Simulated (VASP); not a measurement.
# K (P6_3/mmc) in VASP: further runs

Runs on K. Level: PBE. Tasks: single point.

Everything below comes from runs of VASP 6.6.1. Logs are shortened: lines on timing, memory, paths and dates and some standing lists are left out, and cuts for length are marked.

**1. The cell of the first run**

Symmetry: P6_3/mmc, No. 194, hexagonal system. Conventional cell: a = 4.367 Å, b = 4.367 Å, c = 7.074 Å, α = 90.00°, β = 90.00°, γ = 120.00°. K (site symmetry -6m2) has 12 K at 4.34 to 4.37 Å within 5.7 Å.

**2. Single point, PBE**

Contents of INCAR:

```
ALGO     = Normal         # electronic algorithm
EDIFF    = 1E-6           # SCF threshold, eV
ENCUT    = 520            # plane-wave cutoff, eV
GGA      = PE             # functional
ISIF     = 2              # what is computed and relaxed
ISMEAR   = -1             # smearing method
LASPH    = True           # aspherical terms in the spheres
LCHARG   = False          # write CHGCAR
LREAL    = False          # projectors in reciprocal space
LWAVE    = False          # write WAVECAR
NBANDS   = 16             # bands
NELM     = 100            # most SCF steps
PREC     = Accurate       # precision mode
SIGMA    = 0.05           # smearing width, eV
```

Contents of KPOINTS:

```
k-points
0
Gamma
  10 10 6
```

Contents of POSCAR:

```
K
1.0
    4.3665806013      0.0000000000      0.0000000000
   -2.1832903006      3.7815697284      0.0000000000
    0.0000000000      0.0000000000      7.0738605741
K
2
Direct
    0.3333333333      0.6666666667      0.2500000000
    0.6666666667      0.3333333333      0.7500000000
```

Potentials or basis: VASP PAW PBE potentials, release 64 (K_sv).

Launch:

```console
cat potpaw_PBE.64/K_sv/POTCAR > POTCAR
mpirun -np 1 vasp_std > vasp.out
```

OUTCAR:

```text
EDIFF = 1E-6
   ENCUT = 520
   GGA = PE
   ISIF = 2
   ISMEAR = -1
   LASPH = True
   LREAL = False
   NELM = 100
   PREC = Accurate

 ion  position               nearest neighbor table
   1  0.333  0.667  0.250-
   2  0.667  0.333  0.750-

  LATTYP: Found a hexagonal cell.
 ALAT       =     4.3665806013
 C/A-ratio  =     1.6200000000

  Lattice vectors:

 A1 = (   4.3665806013,   0.0000000000,   0.0000000000)
 A2 = (  -2.1832903006,   3.7815697284,   0.0000000000)
 A3 = (   0.0000000000,   0.0000000000,   7.0738605741)

Analysis of symmetry for initial positions (statically):
=====================================================================
 Subroutine PRICEL returns:
 Original cell was already a primitive cell.

 Routine SETGRP: Setting up the symmetry group for a
 hexagonal supercell.

 Subroutine GETGRP returns: Found 24 space group operations
 (whereof 12 operations were pure point group operations)
 out of a pool of 24 trial point group operations.

The static configuration has the point symmetry D_3d.
 The point group associated with its full space group is D_6h.

Analysis of symmetry for dynamics (positions and initial velocities):
=====================================================================
 Subroutine PRICEL returns:
 Original cell was already a primitive cell.

 Routine SETGRP: Setting up the symmetry group for a
 hexagonal supercell.

 Subroutine GETGRP returns: Found 24 space group operations
 (whereof 12 operations were pure point group operations)
 out of a pool of 24 trial point group operations.

The dynamic configuration has the point symmetry D_3d.
 The point group associated with its full space group is D_6h.

 Subroutine INISYM returns: Found 24 space group operations
 (whereof 12 operations are pure point group operations),
 and found     1 'primitive' translations

----------------------------------------------------------------------------------------

                                     Primitive cell

  volume of cell :     116.8073

  direct lattice vectors                    reciprocal lattice vectors
     4.366580601  0.000000000  0.000000000     0.229012147  0.132220225  0.000000000
    -2.183290301  3.781569728  0.000000000     0.000000000  0.264440450  0.000000000
     0.000000000  0.000000000  7.073860574     0.000000000  0.000000000  0.141365523

  length of vectors
     4.366580601  4.366580601  7.073860574     0.264440450  0.264440450  0.141365523

  position of ions in fractional coordinates (direct lattice)
     0.333333333  0.666666667  0.250000000
     0.666666667  0.333333333  0.750000000

  ion indices of the primitive-cell ions
   primitive index   ion index
                 1           1
                 2           2

----------------------------------------------------------------------------------------

 KPOINTS: k-points

Automatic generation of k-mesh.
 Grid dimensions read from file:
 generate k-points for:   10   10    6

 Generating k-lattice:

  Cartesian coordinates                     Fractional coordinates (reciprocal lattice)
     0.022901215  0.013222022  0.000000000     0.100000000  0.000000000  0.000000000
     0.000000000  0.026444045  0.000000000     0.000000000  0.100000000  0.000000000
     0.000000000  0.000000000  0.023560921     0.000000000  0.000000000  0.166666667

  Length of vectors
     0.026444045  0.026444045  0.023560921

  Shift w.r.t. Gamma in fractional coordinates (k-lattice)
     0.000000000  0.000000000  0.000000000

 Subroutine IBZKPT returns following result:
 ===========================================

 Found     56 irreducible k-points:

 Following reciprocal coordinates:
            Coordinates               Weight
  0.000000  0.000000  0.000000      1.000000
  0.100000 -0.000000  0.000000      6.000000
  0.200000 -0.000000  0.000000      6.000000
  0.300000 -0.000000  0.000000      6.000000
  0.400000 -0.000000  0.000000      6.000000
  0.500000 -0.000000  0.000000      3.000000
[... 16 lines left out ...]
  0.300000  0.100000  0.166667     24.000000
  0.400000  0.100000  0.166667     24.000000
 [... further k-points ...]
   k-points           NKPTS =     56   k-points in BZ     NKDIM =     56   number of bands    NBANDS=     16
   number of dos      NEDOS =    301   number of ions     NIONS =      2
   total plane-waves  NPLWV =  55296
   dimension x,y,z NGX =    32 NGY =   32 NGZ =   54
   dimension x,y,z NGXF=    64 NGYF=   64 NGZF=  108
   ions per type =               2
   NGX,Y,Z   is equivalent  to a cutoff of  12.18, 12.18, 12.69 a.u.
   NGXF,Y,Z  is equivalent  to a cutoff of  24.37, 24.37, 25.38 a.u.
 SYSTEM =  unknown system
   PREC   = accura    normal or accurate (medium, high low for compatibility)
   ISTART =      0    job   : 0-new  1-cont  2-samecut
   ICHARG =      2    charge: 1-file 2-atom 10-const
   ISPIN  =      1    spin polarized calculation?
   LNONCOLLINEAR =      F non collinear calculations
   LSORBIT =      F    spin-orbit coupling
   LASPH  =      T    aspherical Exc in radial PAW
   ENCUT  =  520.0 eV  38.22 Ry    6.18 a.u.   8.12  8.12 13.15*2*pi/ulx,y,z
   NELM   =    100;   NELMIN=  2; NELMDL= -5     # of ELM steps
   EDIFF  = 0.1E-05   stopping-criterion for ELM
   LREAL  =      F    real-space projection
   EDIFFG = 0.1E-04   stopping-criterion for IOM
   NSW    =      0    number of steps for IOM
   IBRION =     -1    ionic relax: 0-MD 1-quasi-New 2-CG
   NFREE  =      0    steps in history (QN), initial steepest desc. (CG)
   ISIF   =      2    stress and relaxation
   ISYM   =      2    0-nonsym 1-usesym 2-fastsym
   POTIM  = 0.5000    time-step for ionic-motion
   TEBEG  =    0.0;   TEEND  =   0.0 temperature during run
   PSTRESS=    0.0 pullay stress
   NELECT =      18.0000    total number of electrons
   NUPDOWN=      -1.0000    fix difference up-down
   EMIN   =  10.00;   EMAX   =-10.00  energy-range for DOS
   EFERMI =   0.00;   METHOD = LEGACY
   ISMEAR =    -1;   SIGMA  =   0.05  broadening in eV -4-tet -1-fermi 0-gaus
   EFERMI_NEDOS =   21; number of points for ismear=-14 and -15
   IALGO  =     38    algorithm
   IMIX   =      4    mixing-type and parameters
     AMIX     =   0.40;   BMIX     =  1.00
     AMIX_MAG =   1.60;   BMIX_MAG =  1.00
  volume/ion in A,a.u.               =      58.40       394.13
  Fermi-wavevector in a.u.,A,eV,Ry     =   0.877692  1.658598 10.481164  0.770344
  Thomas-Fermi vector in A             =   1.997676
   LORBIT       =      0    0 simple, 1 ext, 2 COOP (PROOUT), +10 PAW based schemes
   GGA     = PE    functional components
   LHFCALC =     F    Hartree Fock is set to
   AEXX    =    0.0000 exact exchange contribution
   IVDW    =     0    specifies the selected vdW correction
   LEPSILON=     F    determine dielectric tensor
   LRPA    =     F    only Hartree local field effects (RPA)
 non-spin polarized calculation
  energy-cutoff  :      520.00
  volume of cell :      116.81
 maximum number of plane-waves:      3168
   NGX = 17   NGY = 17   NGZ = 27

 number of electron      18.0000000 magnetization

 Free energy of the ion-electron system (eV)
  ---------------------------------------------------
  ext. energy  EPLUGINS =         0.00000000
  ---------------------------------------------------
  free energy    TOTEN  =        -1.99619540 eV

  energy without entropy =       -1.98525551  energy(sigma->0) =       -1.99072546

 E-fermi :   0.4476     XC(G=0):  -6.2398

 val. band max:        0.4006175608   @ k =   0.3000   0.2000   0.3333
 cond. band min:       0.4640263221   @ k =   0.4000  -0.0000   0.5000
 fundamental gap:      0.0634087614
 Fermi energy:         0.4476227082

 k-point     1 :       0.0000    0.0000    0.0000
  band No.  band energies     occupation
      1     -31.5695      2.00000
      2     -31.5580      2.00000
      3     -15.1441      2.00000
      4     -15.0142      2.00000
      5     -15.0141      2.00000
      6     -14.9937      2.00000
[... 8 lines left out ...]
     15       5.1879      0.00000
     16       5.1879      0.00000

 k-point     2 :       0.1000   -0.0000    0.0000
  band No.  band energies     occupation
      1     -31.5686      2.00000
      2     -31.5576      2.00000
      3     -15.1392      2.00000
      4     -15.0246      2.00000
      5     -15.0175      2.00000
      6     -15.0046      2.00000
[... 8 lines left out ...]
     15       5.1085      0.00000
     16       5.3202      0.00000

 k-point     3 :       0.2000   -0.0000    0.0000
  band No.  band energies     occupation
      1     -31.5661      2.00000
      2     -31.5565      2.00000
      3     -15.1257      2.00000
      4     -15.0523      2.00000
      5     -15.0325      2.00000
      6     -15.0260      2.00000
[... 8 lines left out ...]
     15       5.0556      0.00000
     16       5.1785      0.00000

 k-point     4 :       0.3000   -0.0000    0.0000
  band No.  band energies     occupation
      1     -31.5628      2.00000
      2     -31.5554      2.00000
      3     -15.1065      2.00000
      4     -15.0869      2.00000
      5     -15.0656      2.00000
      6     -15.0361      2.00000
[... 8 lines left out ...]
     15       4.8725      0.00000
     16       5.4573      0.00000
[... 324 lines left out ...]
 k-point    22 :       0.2000    0.1000    0.1667
  band No.  band energies     occupation
      1     -31.5634      2.00000
      2     -31.5563      2.00000
      3     -15.1120      2.00000
      4     -15.0663      2.00000
      5     -15.0590      2.00000
      6     -15.0313      2.00000
[... 8 lines left out ...]
     15       4.7259      0.00000
     16       5.3667      0.00000

 k-point    23 :       0.3000    0.1000    0.1667
  band No.  band energies     occupation
      1     -31.5604      2.00000
      2     -31.5553      2.00000
      3     -15.1124      2.00000
      4     -15.0908      2.00000
      5     -15.0726      2.00000
      6     -15.0428      2.00000
[... 8 lines left out ...]
     15       4.4889      0.00000
     16       5.5382      0.00000

 k-point    24 :       0.4000    0.1000    0.1667
  band No.  band energies     occupation
      1     -31.5583      2.00000
      2     -31.5550      2.00000
      3     -15.1258      2.00000
      4     -15.1038      2.00000
      5     -15.0678      2.00000
      6     -15.0482      2.00000
[... 8 lines left out ...]
     15       4.3866      0.00000
     16       5.6421      0.00000

 [... further k-points ...]

------------------------ aborting loop because EDIFF is reached ----------------------------------------

  FORCE on cell =-STRESS in cart. coord.  units (eV):
  Direction    XX          YY          ZZ          XY          YZ          ZX
  --------------------------------------------------------------------------------------
  -------------------------------------------------------------------------------------
  Total        0.9481371      0.9481371      0.9495750      0.0000000     -0.0000000      0.0000000
  in kB       13.0050377     13.0050377     13.0247604      0.0000000     -0.0000000      0.0000000
  external PRESSURE =      13.0116119 kB  Pullay stress =       0.0000000 kB

 VOLUME and BASIS-vectors are now :
 -----------------------------------------------------------------------------
  energy-cutoff  :      520.00
  volume of cell :      116.81
      direct lattice vectors                 reciprocal lattice vectors
     4.366580601  0.000000000  0.000000000     0.229012147  0.132220225  0.000000000
    -2.183290301  3.781569728  0.000000000     0.000000000  0.264440450  0.000000000
     0.000000000  0.000000000  7.073860574     0.000000000  0.000000000  0.141365523

 POSITION                                       TOTAL-FORCE (eV/Angst)
 -----------------------------------------------------------------------------------
     -0.00000      2.52105      1.76847         0.000000     -0.000000      0.000000
      2.18329      1.26052      5.30540        -0.000000      0.000000      0.000000
 -----------------------------------------------------------------------------------
    total drift:                               -0.000000      0.000000     -0.000000

  FREE ENERGIE OF THE ION-ELECTRON SYSTEM (eV)
  ---------------------------------------------------
  free  energy   TOTEN  =        -1.9961954047 eV

  energy  without entropy=       -1.9852555094  energy(sigma->0) =       -1.99072546
```

Run time: 46 s. Hardware: 1 thread of Intel Xeon Platinum 8488C (Sapphire Rapids), shared host; peak memory 0.26 GiB.

Results:

```
Free energy            : -1.9962 eV
Pressure               : 1.3 GPa
Band gap on the k mesh : zero (band 9 reaches 1.41 eV, above the bottom of band 10 at -1.18 eV)
```

Levels at points of the mesh, in eV from the Fermi level:
| k point | band 5 | band 6 | band 7 | band 8 | band 9 | band 10 | band 11 | band 12 | band 13 | band 14 |
| --- | --- | --- | --- | --- | --- | --- | --- | --- | --- | --- |
| (0.00, 0.00, 0.00) | -15.46 | -15.44 | -15.44 | -15.44 | -2.49 | 0.34 | 0.71 | 4.26 | 4.26 | 4.40 |
| (0.50, 0.00, 0.00) | -15.52 | -15.49 | -15.48 | -15.46 | 0.14 | 0.29 | 1.58 | 1.94 | 2.59 | 3.15 |
| (0.00, 0.00, 0.50) | -15.45 | -15.45 | -15.45 | -15.45 | -1.63 | -1.63 | 2.94 | 2.94 | 4.30 | 4.30 |
| (0.50, 0.00, 0.50) | -15.48 | -15.48 | -15.48 | -15.48 | 0.58 | 0.58 | 1.05 | 1.05 | 3.16 | 3.16 |

**3. Single point, PBE**

Contents of INCAR:

```
SYSTEM = K
PREC = Accurate
ENCUT = 520
EDIFF = 1E-6
ISMEAR = -1
SIGMA = 0.05
LREAL = .False.
LASPH = .True.
NELM = 60
ALGO = Normal
ISIF = 2
LWAVE = .False.
LCHARG = .True.
GGA = PE
LELF = .True.
LVHAR = .True.
NBANDS = 16
```

Contents of KPOINTS:

```
regular mesh
0
Gamma
  10 10 6
  0 0 0
```

POSCAR is that of step 2.

Potentials or basis: VASP PAW PBE potentials, release 64 (K_sv).

Launch:

```console
cat potpaw_PBE.64/K_sv/POTCAR > POTCAR
mpirun -np 1 vasp_std > vasp.out
```

It took 49 s on 1 thread of Intel Xeon Platinum 8488C (Sapphire Rapids), shared host; peak memory 0.26 GiB.

Results (log left out):

```yaml
Free_energy: -1.9962 eV
Pressure: 1.3 GPa
Band_gap_on_the_k_mesh: zero (band 9 reaches 1.41 eV, above the bottom of band 10 at -1.18 eV)
```

Levels at points of the mesh, in eV from the Fermi level:
```
           k point  band 5  band 6  band 7  band 8  band 9  band 10  band 11  band 12  band 13  band 14
(0.00, 0.00, 0.00)  -15.46  -15.44  -15.44  -15.44   -2.49     0.34     0.71     4.26     4.26     4.40
(0.50, 0.00, 0.00)  -15.52  -15.49  -15.48  -15.46    0.14     0.29     1.58     1.94     2.59     3.15
(0.00, 0.00, 0.50)  -15.45  -15.45  -15.45  -15.45   -1.63    -1.63     2.94     2.94     4.30     4.30
(0.50, 0.00, 0.50)  -15.48  -15.48  -15.48  -15.48    0.58     0.58     1.05     1.05     3.16     3.16
```

**4. Single point, PBE**

This run uses another cell than the first one: it holds 4 atoms, not 2.

Contents of INCAR:

```
PREC = Accurate ; ENCUT = 520
EDIFF = 1E-6 ; ISMEAR = -1
SIGMA = 0.05 ; LREAL = F
LASPH = T ; NELM = 100
ALGO = Normal ; ISIF = 2
LWAVE = F ; LCHARG = F
GGA = PE ; NBANDS = 26
```

Contents of KPOINTS:

```
Automatic mesh
0
Gamma
  7 7 4
```

Contents of POSCAR:

```
K
1.0
    4.3301341495      0.0000000000      0.0000000000
   -2.1650670747      3.7500061753      0.0000000000
    0.0000000000      0.0000000000     14.3734531918
K
4
Direct
    0.0000000000      0.0000000000      0.0000000000
    0.0000000000      0.0000000000      0.5000000000
    0.3333333333      0.6666666667      0.2500000000
    0.6666666667      0.3333333333      0.7500000000
```

Launch:

```console
cat potpaw_PBE.64/K_sv/POTCAR > POTCAR
mpirun -np 1 vasp_std > vasp.out
```

Run time: 83 s. Hardware: 1 thread of Intel Xeon Platinum 8488C (Sapphire Rapids), shared host; peak memory 0.36 GiB.

The run converged. Its results:

```
Free energy            : -4.0061 eV
Pressure               : 1.3 GPa
Band gap on the k mesh : zero (band 18 reaches 1.23 eV, above the bottom of band 19 at -1.20 eV)
```

Levels at points of the mesh, in eV from the Fermi level:
| k point | band 15 | band 16 | band 17 | band 18 | band 19 | band 20 | band 21 | band 22 |
| --- | --- | --- | --- | --- | --- | --- | --- | --- |
| (0.00, 0.00, 0.00) | -15.48 | -15.48 | -2.53 | -1.69 | -1.69 | 0.24 | 0.58 | 2.79 |
| (0.00, 0.00, 0.50) | -15.48 | -15.48 | -2.31 | -2.31 | -0.75 | -0.75 | 1.63 | 1.63 |

**5. Single point, PBE**

This run uses another cell than the first one: it holds 4 atoms, not 2.

Contents of INCAR:

```
SYSTEM = K
ALGO     = Normal         ! electronic algorithm
EDIFF    = 1E-7           ! SCF threshold, eV
ENCUT    = 520            ! plane-wave cutoff, eV
GGA      = PE             ! functional
ISIF     = 2              ! what is computed and relaxed
ISMEAR   = -1             ! smearing method
LASPH    = .True.         ! aspherical terms in the spheres
LCHARG   = .False.        ! write CHGCAR
LREAL    = .False.        ! projectors in reciprocal space
LWAVE    = .False.        ! write WAVECAR
NBANDS   = 26             ! bands
NELM     = 80             ! most SCF steps
PREC     = Accurate       ! precision mode
SIGMA    = 0.05           ! smearing width, eV
```

Contents of KPOINTS:

```
k-points
0
Gamma
  7 7 4
  0 0 0
```

POSCAR is that of step 4.

Launch:

```console
cat potpaw_PBE.64/K_sv/POTCAR > POTCAR
mpirun -np 1 vasp_std > vasp.out
```

Wall time 85 s (1 thread of Intel Xeon Platinum 8488C (Sapphire Rapids), shared host); peak memory 0.36 GiB.

It converged, with:

```yaml
Free_energy: -4.0061 eV
Pressure: 1.3 GPa
Band_gap_on_the_k_mesh: zero (band 18 reaches 1.23 eV, above the bottom of band 19 at -1.20 eV)
```

Levels at points of the mesh, in eV from the Fermi level:
| k point | band 15 | band 16 | band 17 | band 18 | band 19 | band 20 | band 21 | band 22 |
| --- | --- | --- | --- | --- | --- | --- | --- | --- |
| (0.00, 0.00, 0.00) | -15.48 | -15.48 | -2.53 | -1.69 | -1.69 | 0.24 | 0.58 | 2.79 |
| (0.00, 0.00, 0.50) | -15.48 | -15.48 | -2.31 | -2.31 | -0.75 | -0.75 | 1.63 | 1.63 |
